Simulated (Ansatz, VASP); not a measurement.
# HfO2 in VASP and in Ansatz

```
Hf O
1.0
     4.88129    0.00000    0.00000
     0.00000    4.88129    0.00000
     0.00000    0.00000    3.23803
Hf O
2 4
Cartesian
  -0.4879 -0.4879 -0.3450
  2.4406 2.4406 1.6190
  0.9511 3.9302 1.6190
  1.4896 1.4896 0.0000
  3.3917 3.3917 0.0000
  3.9302 0.9511 1.6190
```

Alike in both runs: task single point; functional PBE; k mesh 6 × 6 × 8; occupations gaussian, width 0.05 eV; no spin polarisation.

```csv
,VASP,Ansatz
version,VASP 6.6.1,Ansatz 0.2.0
potentials or method,"VASP PAW PBE potentials, release 64 (Hf_pv, O), cutoff 520 eV","scalar-relativistic, plane waves, PAW"
valence electrons in the cell,44,76
```

VASP gave:

```
gap on the k mesh at the Fermi level (eV) : 1.37
least direct gap on the mesh (eV)         : 1.37
rms of the force components (eV/Å)        : 14.752
```

Question: What did Ansatz give for the same quantities?

Answer: gap on the k mesh at the Fermi level (eV): 1.42; least direct gap on the mesh (eV): 1.42; rms of the force components (eV/Å): 14.239.

Atom by atom the forces differ by 0.521 eV/Å (rms over components). The functional is the same, so the differences come from potentials, cutoffs and numerics. VASP's potentials hold 44 valence electrons a cell and Ansatz's 76, so a difference there can come from the potentials and not from the codes.

Neither program's run includes spin-orbit coupling.
